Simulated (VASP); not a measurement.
# Pb (P6/mmm) in VASP: further runs, part 2 of 2

VASP 6.6.1. The steps go on from the part before.

## Step 3: Single point, RPBE (37.59 Å³/atom)

This run uses another cell than the first one, of 37.59 Å³/atom.

The input, INCAR:

```
  ALGO = Normal
  EDIFF = 1E-7
  ENCUT = 520
  GGA = RP
  ISIF = 2
  ISMEAR = -1
  LASPH = True
  LCHARG = False
  LREAL = False
  LWAVE = False
  NBANDS = 28
  NELM = 80
  PREC = Accurate
  SIGMA = 0.1
```

The input, KPOINTS:

```
k-points
0
Gamma
  8 8 12
```

The input, POSCAR:

```
Pb
1.0
    5.9981894219      0.0000000000      0.0000000000
   -2.9990947110      5.1945844161      0.0000000000
    0.0000000000      0.0000000000      3.6188530469
Pb
3
Direct
    1.0000000000      0.0000000000      0.0000000000
    0.3333333333      0.6666666667      0.5000000000
    0.6666666667      0.3333333333      0.5000000000
```

Potentials or basis: VASP PAW PBE potentials, release 64 (Pb_d).

Launch:

```bash
> cat potpaw_PBE.64/Pb_d/POTCAR > POTCAR
> mpirun -np 1 vasp_std > vasp.out
```

OUTCAR:

```text
EDIFF = 1E-7
   ENCUT = 520
   GGA = RP
   ISIF = 2
   ISMEAR = -1
   LASPH = True
   LREAL = False
   NELM = 80
   PREC = Accurate

 ion  position               nearest neighbor table
   1  0.000  0.000  0.000-   2 3.91   3 3.91   2 3.91   3 3.91   3 3.91   3 3.91   2 3.91   2 3.91
                             3 3.91   3 3.91   2 3.91   2 3.91
   2  0.333  0.667  0.500-   3 3.46   3 3.46   3 3.46   1 3.91   1 3.91   1 3.91   1 3.91   1 3.91
                             1 3.91
   3  0.667  0.333  0.500-   2 3.46   2 3.46   2 3.46   1 3.91   1 3.91   1 3.91   1 3.91   1 3.91
                             1 3.91

  LATTYP: Found a hexagonal cell.
 ALAT       =     5.9981894219
 C/A-ratio  =     0.6033242354

  Lattice vectors:

 A1 = (   5.9981894219,   0.0000000000,   0.0000000000)
 A2 = (  -2.9990947110,   5.1945844161,   0.0000000000)
 A3 = (   0.0000000000,   0.0000000000,   3.6188530469)

Analysis of symmetry for initial positions (statically):
=====================================================================
 Subroutine PRICEL returns:
 Original cell was already a primitive cell.

 Routine SETGRP: Setting up the symmetry group for a
 hexagonal supercell.

 Subroutine GETGRP returns: Found 24 space group operations
 (whereof 24 operations were pure point group operations)
 out of a pool of 24 trial point group operations.

The static configuration has the point symmetry D_6h.

Analysis of symmetry for dynamics (positions and initial velocities):
=====================================================================
 Subroutine PRICEL returns:
 Original cell was already a primitive cell.

 Routine SETGRP: Setting up the symmetry group for a
 hexagonal supercell.

 Subroutine GETGRP returns: Found 24 space group operations
 (whereof 24 operations were pure point group operations)
 out of a pool of 24 trial point group operations.

The dynamic configuration has the point symmetry D_6h.

 Subroutine INISYM returns: Found 24 space group operations
 (whereof 24 operations are pure point group operations),
 and found     1 'primitive' translations

----------------------------------------------------------------------------------------

                                     Primitive cell

  volume of cell :     112.7566

  direct lattice vectors                    reciprocal lattice vectors
     5.998189422  0.000000000  0.000000000     0.166716976  0.096254091  0.000000000
    -2.999094711  5.194584416  0.000000000     0.000000000  0.192508182  0.000000000
     0.000000000  0.000000000  3.618853047     0.000000000  0.000000000  0.276330646

  length of vectors
     5.998189422  5.998189422  3.618853047     0.192508182  0.192508182  0.276330646

  position of ions in fractional coordinates (direct lattice)
     0.000000000  0.000000000  0.000000000
     0.333333333  0.666666667  0.500000000
     0.666666667  0.333333333  0.500000000

  ion indices of the primitive-cell ions
   primitive index   ion index
                 1           1
                 2           2
                 3           3

----------------------------------------------------------------------------------------

 KPOINTS: k-points

Automatic generation of k-mesh.
 Grid dimensions read from file:
 generate k-points for:    8    8   12

 Generating k-lattice:

  Cartesian coordinates                     Fractional coordinates (reciprocal lattice)
     0.020839622  0.012031761  0.000000000     0.125000000  0.000000000  0.000000000
     0.000000000  0.024063523  0.000000000     0.000000000  0.125000000  0.000000000
     0.000000000  0.000000000  0.023027554     0.000000000  0.000000000  0.083333333

  Length of vectors
     0.024063523  0.024063523  0.023027554

  Shift w.r.t. Gamma in fractional coordinates (k-lattice)
     0.000000000  0.000000000  0.000000000

 Subroutine IBZKPT returns following result:
 ===========================================

 Found     70 irreducible k-points:

 Following reciprocal coordinates:
            Coordinates               Weight
  0.000000  0.000000  0.000000      1.000000
  0.125000  0.000000  0.000000      6.000000
  0.250000  0.000000  0.000000      6.000000
  0.375000 -0.000000  0.000000      6.000000
  0.500000  0.000000  0.000000      3.000000
  0.125000  0.125000  0.000000      6.000000
[... 16 lines left out ...]
  0.250000  0.000000  0.166667     12.000000
  0.375000 -0.000000  0.166667     12.000000
 [... further k-points ...]
   k-points           NKPTS =     70   k-points in BZ     NKDIM =     70   number of bands    NBANDS=     28
   number of dos      NEDOS =    301   number of ions     NIONS =      3
   total plane-waves  NPLWV =  64512
   dimension x,y,z NGX =    48 NGY =   48 NGZ =   28
   dimension x,y,z NGXF=    96 NGYF=   96 NGZF=   56
   ions per type =               3
   NGX,Y,Z   is equivalent  to a cutoff of  13.30, 13.30, 12.86 a.u.
   NGXF,Y,Z  is equivalent  to a cutoff of  26.61, 26.61, 25.73 a.u.
 SYSTEM =  unknown system
   PREC   = accura    normal or accurate (medium, high low for compatibility)
   ISTART =      0    job   : 0-new  1-cont  2-samecut
   ICHARG =      2    charge: 1-file 2-atom 10-const
   ISPIN  =      1    spin polarized calculation?
   LNONCOLLINEAR =      F non collinear calculations
   LSORBIT =      F    spin-orbit coupling
   LASPH  =      T    aspherical Exc in radial PAW
   ENCUT  =  520.0 eV  38.22 Ry    6.18 a.u.  11.15 11.15  6.73*2*pi/ulx,y,z
   NELM   =     80;   NELMIN=  2; NELMDL= -5     # of ELM steps
   EDIFF  = 0.1E-06   stopping-criterion for ELM
   LREAL  =      F    real-space projection
   EDIFFG = 0.1E-05   stopping-criterion for IOM
   NSW    =      0    number of steps for IOM
   IBRION =     -1    ionic relax: 0-MD 1-quasi-New 2-CG
   NFREE  =      0    steps in history (QN), initial steepest desc. (CG)
   ISIF   =      2    stress and relaxation
   ISYM   =      2    0-nonsym 1-usesym 2-fastsym
   POTIM  = 0.5000    time-step for ionic-motion
   TEBEG  =    0.0;   TEEND  =   0.0 temperature during run
   PSTRESS=    0.0 pullay stress
   NELECT =      42.0000    total number of electrons
   NUPDOWN=      -1.0000    fix difference up-down
   EMIN   =  10.00;   EMAX   =-10.00  energy-range for DOS
   EFERMI =   0.00;   METHOD = LEGACY
   ISMEAR =    -1;   SIGMA  =   0.10  broadening in eV -4-tet -1-fermi 0-gaus
   EFERMI_NEDOS =   21; number of points for ismear=-14 and -15
   IALGO  =     38    algorithm
   IMIX   =      4    mixing-type and parameters
     AMIX     =   0.40;   BMIX     =  1.00
     AMIX_MAG =   1.60;   BMIX_MAG =  1.00
  volume/ion in A,a.u.               =      37.59       253.64
  Fermi-wavevector in a.u.,A,eV,Ry     =   1.177906  2.225919 18.877572  1.387462
  Thomas-Fermi vector in A             =   2.314244
   LORBIT       =      0    0 simple, 1 ext, 2 COOP (PROOUT), +10 PAW based schemes
   GGA     = RP    functional components
   LHFCALC =     F    Hartree Fock is set to
   AEXX    =    0.0000 exact exchange contribution
   IVDW    =     0    specifies the selected vdW correction
   LEPSILON=     F    determine dielectric tensor
   LRPA    =     F    only Hartree local field effects (RPA)
 non-spin polarized calculation
  energy-cutoff  :      520.00
  volume of cell :      112.76
 maximum number of plane-waves:      3055
 NGX is ok and might be reduce to    48
   NGX = 23   NGY = 23   NGZ = 13

 number of electron      41.9999998 magnetization

 Free energy of the ion-electron system (eV)
  ---------------------------------------------------
  ext. energy  EPLUGINS =         0.00000000
  ---------------------------------------------------
  free energy    TOTEN  =        -9.30831169 eV

  energy without entropy =       -9.25304030  energy(sigma->0) =       -9.28067600

 E-fermi :   5.2153     XC(G=0):  -9.0831

 val. band max:        5.1858054031   @ k =   0.2500   0.0000   0.3333
 cond. band min:       5.2193434191   @ k =   0.1250   0.1250   0.3333
 fundamental gap:      0.0335380161
 Fermi energy:         5.2152642557

 k-point     1 :       0.0000    0.0000    0.0000
  band No.  band energies     occupation
      1     -12.0233      2.00000
      2     -11.9417      2.00000
      3     -11.9417      2.00000
      4     -11.8982      2.00000
      5     -11.8982      2.00000
      6     -11.8500      2.00000
[... 20 lines left out ...]
     27      11.3999      0.00000
[... 691 lines left out ...]
      6     -11.8012      2.00000
[... 20 lines left out ...]
     27       9.1333      0.00000
     28      12.2446      0.00000

 [... further k-points ...]

------------------------ aborting loop because EDIFF is reached ----------------------------------------

  FORCE on cell =-STRESS in cart. coord.  units (eV):
  Direction    XX          YY          ZZ          XY          YZ          ZX
  --------------------------------------------------------------------------------------
  -------------------------------------------------------------------------------------
  Total       -2.2586613     -2.2586613     -1.9876065      0.0000000     -0.0000000      0.0000000
  in kB      -32.0936979    -32.0936979    -28.2422342      0.0000000     -0.0000000      0.0000000
  external PRESSURE =     -30.8098767 kB  Pullay stress =       0.0000000 kB

 VOLUME and BASIS-vectors are now :
 -----------------------------------------------------------------------------
  energy-cutoff  :      520.00
  volume of cell :      112.76
      direct lattice vectors                 reciprocal lattice vectors
     5.998189422  0.000000000  0.000000000     0.166716976  0.096254091  0.000000000
    -2.999094711  5.194584416  0.000000000     0.000000000  0.192508182  0.000000000
     0.000000000  0.000000000  3.618853047     0.000000000  0.000000000  0.276330646

 POSITION                                       TOTAL-FORCE (eV/Angst)
 -----------------------------------------------------------------------------------
      0.00000      0.00000      0.00000        -0.000000      0.000000      0.000000
     -0.00000      3.46306      1.80943         0.000000      0.000000      0.000000
      2.99909      1.73153      1.80943        -0.000000     -0.000000      0.000000
 -----------------------------------------------------------------------------------
    total drift:                               -0.000000      0.000000     -0.000000

  FREE ENERGIE OF THE ION-ELECTRON SYSTEM (eV)
  ---------------------------------------------------
  free  energy   TOTEN  =        -9.3083116924 eV

  energy  without entropy=       -9.2530403016  energy(sigma->0) =       -9.28067600
```

It took 1.9 min on 1 thread of Intel Xeon Platinum 8559C (Emerald Rapids), shared host; peak memory 0.33 GiB.

What came out:

```
Free energy            : -9.3083 eV
Pressure               : -3.1 GPa
Band gap on the k mesh : zero (bands 21 and 22 overlap by 2.96 eV)
```

Stress tensor (GPa, compression positive):
```
-3.21  0.00  0.00
 0.00 -3.21  0.00
 0.00  0.00 -2.82
```

Caveat: the cell stands under tension; the PAW data sets were made with another functional, which shifts forces and pressure a little; spin-orbit coupling is left out, which moves the levels of the heavy elements.
